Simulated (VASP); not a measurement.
# Al (Fm-3m) in VASP: notebook

Al is run at these levels: PBE; tasks: single point, relaxation of cell and atoms.

Program: VASP 6.6.1. These are calculated values, not measurements. Logs are shortened: lines on timing, memory, paths and dates and some standing lists are left out, and cuts for length are marked.

### 1 The cell of the first run

The structure is cubic, space group Fm-3m (No. 225). Conventional cell: a = 4.041 Å, b = 4.041 Å, c = 4.041 Å, α = 90.00°, β = 90.00°, γ = 90.00°. Al (site symmetry m-3m) has 12 Al at 2.86 Å within 3.8 Å.

### 2 Single point, PBE

Input file INCAR:

```
ALGO     = Normal         # electronic algorithm
EDIFF    = 1E-7           # SCF threshold, eV
ENCUT    = 520            # plane-wave cutoff, eV
GGA      = PE             # functional
ISIF     = 2              # what is computed and relaxed
ISMEAR   = -1             # smearing method
LASPH    = True           # aspherical terms in the spheres
LCHARG   = False          # write CHGCAR
LREAL    = False          # projectors in reciprocal space
LWAVE    = False          # write WAVECAR
NBANDS   = 8              # bands
NELM     = 100            # most SCF steps
PREC     = Accurate       # precision mode
SIGMA    = 0.1            # smearing width, eV
```

Input file KPOINTS:

```
k-points
0
Gamma
  10 10 10
```

Input file POSCAR:

```
Al
1.0
    0.0000000000      2.0202905897      2.0202905897
    2.0202905897      0.0000000000      2.0202905897
    2.0202905897      2.0202905897      0.0000000000
Al
1
Direct
    0.0000000000      0.0000000000      0.0000000000
```

Potentials or basis: VASP PAW PBE potentials, release 64 (Al).

Launch:

```
$ cat potpaw_PBE.64/Al/POTCAR > POTCAR
$ mpirun -np 1 vasp_std > vasp.out
```

OUTCAR:

```text
EDIFF = 1E-7
   ENCUT = 520
   GGA = PE
   ISIF = 2
   ISMEAR = -1
   LASPH = True
   LREAL = False
   NELM = 100
   PREC = Accurate

 ion  position               nearest neighbor table
   1  0.000  0.000  0.000-

  LATTYP: Found a face centered cubic cell.
 ALAT       =     4.0405811794

  Lattice vectors:

 A1 = (   0.0000000000,   2.0202905897,   2.0202905897)
 A2 = (   2.0202905897,   0.0000000000,   2.0202905897)
 A3 = (   2.0202905897,   2.0202905897,   0.0000000000)

Analysis of symmetry for initial positions (statically):
[... 33 lines left out ...]
                                     Primitive cell

  volume of cell :      16.4919

  direct lattice vectors                    reciprocal lattice vectors
     0.000000000  2.020290590  2.020290590    -0.247489150  0.247489150  0.247489150
     2.020290590  0.000000000  2.020290590     0.247489150 -0.247489150  0.247489150
     2.020290590  2.020290590  0.000000000     0.247489150  0.247489150 -0.247489150

  length of vectors
     2.857122352  2.857122352  2.857122352     0.428663781  0.428663781  0.428663781

  position of ions in fractional coordinates (direct lattice)
     0.000000000  0.000000000  0.000000000

  ion indices of the primitive-cell ions
   primitive index   ion index
                 1           1

----------------------------------------------------------------------------------------

 KPOINTS: k-points

Automatic generation of k-mesh.
 Grid dimensions read from file:
 generate k-points for:   10   10   10

 Generating k-lattice:

  Cartesian coordinates                     Fractional coordinates (reciprocal lattice)
    -0.024748915  0.024748915  0.024748915     0.100000000  0.000000000  0.000000000
     0.024748915 -0.024748915  0.024748915     0.000000000  0.100000000  0.000000000
     0.024748915  0.024748915 -0.024748915     0.000000000  0.000000000  0.100000000

  Length of vectors
     0.042866378  0.042866378  0.042866378

  Shift w.r.t. Gamma in fractional coordinates (k-lattice)
     0.000000000  0.000000000  0.000000000

 Subroutine IBZKPT returns following result:
 ===========================================

 Found     47 irreducible k-points:

 Following reciprocal coordinates:
            Coordinates               Weight
  0.000000  0.000000  0.000000      1.000000
  0.100000  0.000000  0.000000      8.000000
  0.200000  0.000000  0.000000      8.000000
  0.300000  0.000000  0.000000      8.000000
  0.400000  0.000000  0.000000      8.000000
  0.500000  0.000000  0.000000      4.000000
[... 16 lines left out ...]
  0.300000  0.300000  0.000000      6.000000
  0.400000  0.300000  0.000000     24.000000
 [... further k-points ...]
   k-points           NKPTS =     47   k-points in BZ     NKDIM =     47   number of bands    NBANDS=      8
   number of dos      NEDOS =    301   number of ions     NIONS =      1
   total plane-waves  NPLWV =  13824
   dimension x,y,z NGX =    24 NGY =   24 NGZ =   24
   dimension x,y,z NGXF=    48 NGYF=   48 NGZF=   48
   ions per type =               1
   NGX,Y,Z   is equivalent  to a cutoff of  13.96, 13.96, 13.96 a.u.
   NGXF,Y,Z  is equivalent  to a cutoff of  27.93, 27.93, 27.93 a.u.
 SYSTEM =  unknown system
   PREC   = accura    normal or accurate (medium, high low for compatibility)
   ISTART =      0    job   : 0-new  1-cont  2-samecut
   ICHARG =      2    charge: 1-file 2-atom 10-const
   ISPIN  =      1    spin polarized calculation?
   LNONCOLLINEAR =      F non collinear calculations
   LSORBIT =      F    spin-orbit coupling
   LASPH  =      T    aspherical Exc in radial PAW
   ENCUT  =  520.0 eV  38.22 Ry    6.18 a.u.   5.31  5.31  5.31*2*pi/ulx,y,z
   NELM   =    100;   NELMIN=  2; NELMDL= -5     # of ELM steps
   EDIFF  = 0.1E-06   stopping-criterion for ELM
   LREAL  =      F    real-space projection
   EDIFFG = 0.1E-05   stopping-criterion for IOM
   NSW    =      0    number of steps for IOM
   IBRION =     -1    ionic relax: 0-MD 1-quasi-New 2-CG
   NFREE  =      0    steps in history (QN), initial steepest desc. (CG)
   ISIF   =      2    stress and relaxation
   ISYM   =      2    0-nonsym 1-usesym 2-fastsym
   POTIM  = 0.5000    time-step for ionic-motion
   TEBEG  =    0.0;   TEEND  =   0.0 temperature during run
   PSTRESS=    0.0 pullay stress
   NELECT =       3.0000    total number of electrons
   NUPDOWN=      -1.0000    fix difference up-down
   EMIN   =  10.00;   EMAX   =-10.00  energy-range for DOS
   EFERMI =   0.00;   METHOD = LEGACY
   ISMEAR =    -1;   SIGMA  =   0.10  broadening in eV -4-tet -1-fermi 0-gaus
   EFERMI_NEDOS =   21; number of points for ismear=-14 and -15
   IALGO  =     38    algorithm
   IMIX   =      4    mixing-type and parameters
     AMIX     =   0.40;   BMIX     =  1.00
     AMIX_MAG =   1.60;   BMIX_MAG =  1.00
  volume/ion in A,a.u.               =      16.49       111.29
  Fermi-wavevector in a.u.,A,eV,Ry     =   0.927594  1.752899 11.706877  0.860431
  Thomas-Fermi vector in A             =   2.053681
   LORBIT       =      0    0 simple, 1 ext, 2 COOP (PROOUT), +10 PAW based schemes
   GGA     = PE    functional components
   LHFCALC =     F    Hartree Fock is set to
   AEXX    =    0.0000 exact exchange contribution
   IVDW    =     0    specifies the selected vdW correction
   LEPSILON=     F    determine dielectric tensor
   LRPA    =     F    only Hartree local field effects (RPA)
 non-spin polarized calculation
  energy-cutoff  :      520.00
  volume of cell :       16.49
 maximum number of plane-waves:       459
 NGX is ok and might be reduce to    24
   NGX = 11   NGY = 11   NGZ = 11

 number of electron       3.0000000 magnetization

 Free energy of the ion-electron system (eV)
  ---------------------------------------------------
  ext. energy  EPLUGINS =         0.00000000
  ---------------------------------------------------
  free energy    TOTEN  =        -3.73801623 eV

  energy without entropy =       -3.71764093  energy(sigma->0) =       -3.72782858

 E-fermi :   8.1200     XC(G=0): -10.1991

 val. band max:        8.0899932786   @ k =  -0.4000   0.4000   0.0000
 cond. band min:       8.1259721707   @ k =  -0.4000   0.4000   0.1000
 fundamental gap:      0.0359788921
 Fermi energy:         8.1200032703

 k-point     1 :       0.0000    0.0000    0.0000
  band No.  band energies     occupation
      1      -3.1335      2.00000
      2      20.6260      0.00000
      3      20.6260      0.00000
      4      20.6260      0.00000
      5      22.1211      0.00000
      6      22.1211      0.00000
      7      22.1211      0.00000
      8      24.4727      0.00000

 k-point     2 :       0.1000    0.0000    0.0000
  band No.  band energies     occupation
      1      -2.8617      2.00000
      2      17.3364      0.00000
      3      19.9032      0.00000
      4      19.9032      0.00000
      5      22.7761      0.00000
      6      23.2513      0.00000
      7      23.2513      0.00000
      8      26.1375      0.00000

 k-point     3 :       0.2000    0.0000    0.0000
  band No.  band energies     occupation
      1      -2.0495      2.00000
      2      13.3392      0.00000
      3      19.1456      0.00000
      4      19.1456      0.00000
      5      22.4881      0.00000
      6      23.6550      0.00000
      7      23.6550      0.00000
      8      25.7387      0.00000

 k-point     4 :       0.3000    0.0000    0.0000
  band No.  band energies     occupation
      1      -0.7060      2.00000
      2       9.6437      0.00000
      3      18.7949      0.00000
      4      18.7949      0.00000
      5      21.8999      0.00000
      6      21.8999      0.00000
      7      22.3168      0.00000
      8      25.8938      0.00000

 k-point     5 :       0.4000    0.0000    0.0000
  band No.  band energies     occupation
      1       1.1541      2.00000
      2       6.3566      2.00000
      3      18.8909      0.00000
      4      18.8909      0.00000
      5      20.4515      0.00000
      6      20.4515      0.00000
      7      22.5307      0.00000
      8      24.3563      0.00000

 k-point     6 :       0.5000    0.0000    0.0000
  band No.  band energies     occupation
      1       3.4098      2.00000
      2       3.6235      2.00000
      3      19.4183      0.00000
      4      19.4183      0.00000
      5      19.4679      0.00000
      6      19.4679      0.00000
      7      23.1358      0.00000
      8      23.2899      0.00000

 k-point     7 :       0.1000    0.1000    0.0000
  band No.  band energies     occupation
      1      -2.7712      2.00000
      2      18.5049      0.00000
      3      18.5049      0.00000
      4      18.7822      0.00000
      5      21.3300      0.00000
      6      23.9364      0.00000
      7      24.7656      0.00000
      8      24.7656      0.00000
[... 133 lines left out ...]
 k-point    20 :      -0.4000    0.2000    0.0000
  band No.  band energies     occupation
      1       3.5905      2.00000
      2       5.3186      2.00000
      3      12.2743      0.00000
      4      16.3989      0.00000
      5      18.2504      0.00000
      6      24.2134      0.00000
      7      26.7429      0.00000
      8      29.6949      0.00000

 k-point    21 :      -0.3000    0.2000    0.0000
  band No.  band energies     occupation
      1       1.4172      2.00000
      2       8.2263      0.51336
      3      11.9247      0.00000
      4      17.5660      0.00000
      5      19.5204      0.00000
      6      23.8068      0.00000
      7      26.2151      0.00000
      8      26.9721      0.00000

 k-point    22 :      -0.2000    0.2000    0.0000
  band No.  band energies     occupation
      1      -0.2610      2.00000
      2      11.0791      0.00000
      3      12.5669      0.00000
      4      19.1892      0.00000
      5      21.2124      0.00000
      6      23.4299      0.00000
      7      24.4445      0.00000
      8      25.4348      0.00000

 k-point    23 :       0.3000    0.3000    0.0000
  band No.  band energies     occupation
      1       0.0932      2.00000
      2      13.8924      0.00000
      3      14.6874      0.00000
      4      14.8329      0.00000
      5      14.8329      0.00000
      6      18.3562      0.00000
      7      30.3340      0.00000
      8      31.4707      0.00000

 k-point    24 :       0.4000    0.3000    0.0000
  band No.  band energies     occupation
      1       1.4138      2.00000
      2      11.4482      0.00000
      3      11.8906      0.00000
      4      14.4493      0.00000
      5      15.7520      0.00000
      6      19.3357      0.00000
      7      29.6241      0.00000
      8      31.8674      0.00000

 [... further k-points ...]
[... 5 lines left out ...]
  --------------------------------------------------------------------------------------
  -------------------------------------------------------------------------------------
  Total        0.0013323      0.0013323      0.0013323      0.0000000     -0.0000000     -0.0000000
  in kB        0.1294361      0.1294361      0.1294361      0.0000000     -0.0000000     -0.0000000
  external PRESSURE =       0.1294361 kB  Pullay stress =       0.0000000 kB

 VOLUME and BASIS-vectors are now :
 -----------------------------------------------------------------------------
  energy-cutoff  :      520.00
  volume of cell :       16.49
      direct lattice vectors                 reciprocal lattice vectors
     0.000000000  2.020290590  2.020290590    -0.247489150  0.247489150  0.247489150
     2.020290590  0.000000000  2.020290590     0.247489150 -0.247489150  0.247489150
     2.020290590  2.020290590  0.000000000     0.247489150  0.247489150 -0.247489150

 POSITION                                       TOTAL-FORCE (eV/Angst)
 -----------------------------------------------------------------------------------
      0.00000      0.00000      0.00000         0.000000      0.000000      0.000000
 -----------------------------------------------------------------------------------
    total drift:                               -0.000000      0.000000      0.000000

  FREE ENERGIE OF THE ION-ELECTRON SYSTEM (eV)
  ---------------------------------------------------
  free  energy   TOTEN  =        -3.7380162252 eV

  energy  without entropy=       -3.7176409344  energy(sigma->0) =       -3.72782858
```

It took 2.7 s on 1 thread of Intel Xeon 6975P-C (Granite Rapids), shared host; peak memory 0.13 GiB.

Results:

* Free energy: -3.7380 eV
* Pressure: 0.0 GPa

Levels at points of the mesh, in eV from the Fermi level:
```tsv
k point	band 1	band 2	band 3	band 4	band 5
(0.00, 0.00, 0.00)	-11.25	12.51	12.51	12.51	14.00
(0.50, 0.00, 0.00)	-4.71	-4.50	11.30	11.30	11.35
(0.50, 0.50, 0.00)	-3.04	-1.72	5.14	5.48	5.48
```

### 3 Relaxation of cell and atoms, PBE

This run uses another cell than the first one, of 16.60 Å³/atom, 1.007 times its volume.

Input file INCAR:

```
SYSTEM = Al
ALGO     = Normal         ! electronic algorithm
EDIFF    = 1E-6           ! SCF threshold, eV
EDIFFG   = -0.03          ! ionic threshold
ENCUT    = 600            ! plane-wave cutoff, eV
GGA      = PE             ! functional
IBRION   = 2              ! ionic algorithm
ISIF     = 3              ! what is computed and relaxed
ISMEAR   = -1             ! smearing method
LASPH    = .TRUE.         ! aspherical terms in the spheres
LCHARG   = .FALSE.        ! write CHGCAR
LREAL    = .FALSE.        ! projectors in reciprocal space
LWAVE    = .FALSE.        ! write WAVECAR
NELM     = 100            ! most SCF steps
NSW      = 80             ! ionic steps
PREC     = Accurate       ! precision mode
SIGMA    = 0.1            ! smearing width, eV
```

Input file KPOINTS:

```
k-points
0
G
  10 10 10
  0 0 0
```

Input file POSCAR:

```
Al
1.0
    0.0000000000      2.0248050000      2.0248050000
    2.0248050000      0.0000000000      2.0248050000
    2.0248050000      2.0248050000      0.0000000000
Al
1
Direct
    0.0000000000      0.0000000000      0.0000000000
```

Potentials or basis: VASP PAW PBE potentials, release 64 (Al).

Launch:

```
$ cat potpaw_PBE.64/Al/POTCAR > POTCAR
$ mpirun -np 1 vasp_std > vasp.out
```

Wall time 2.6 s (1 thread of Intel Xeon 6975P-C (Granite Rapids), shared host); peak memory 0.13 GiB.

It converged, with:

- Free energy: -3.7381 eV
- Relaxed volume: 16.49 Å³/atom
- Relaxed cell: a = 2.857 Å, b = 2.857 Å, c = 2.857 Å, α = 60.00°, β = 60.00°, γ = 60.00°
- Space group after relaxing (to 0.05 Å): Fm-3m (No. 225)
- Energy gained by relaxing: 0.2 meV/atom
- Ionic steps: 2
- Pressure after relaxing: 0.0 GPa

Step by step:
```
step  energy change (eV)  largest force (eV/Å)  pressure (GPa)  volume (Å³)
   1              0.0000                0.0000           -0.47        16.60
   2             -0.0002                0.0000            0.05        16.49
```

Final structure:
```
Al
1.0
     0.00000    2.02001    2.02001
     2.02001    0.00000    2.02001
     2.02001    2.02001    0.00000
Al
1
Direct
  0.00000 0.00000 0.00000
```

Levels at points of the mesh, in eV from the Fermi level:
```csv
k point,band 1,band 2,band 3,band 4,band 5
"(0.00, 0.00, 0.00)",-11.26,12.51,12.51,12.51,14.01
"(0.50, 0.00, 0.00)",-4.71,-4.50,11.30,11.30,11.35
"(0.50, 0.50, 0.00)",-3.04,-1.72,5.14,5.48,5.48
```
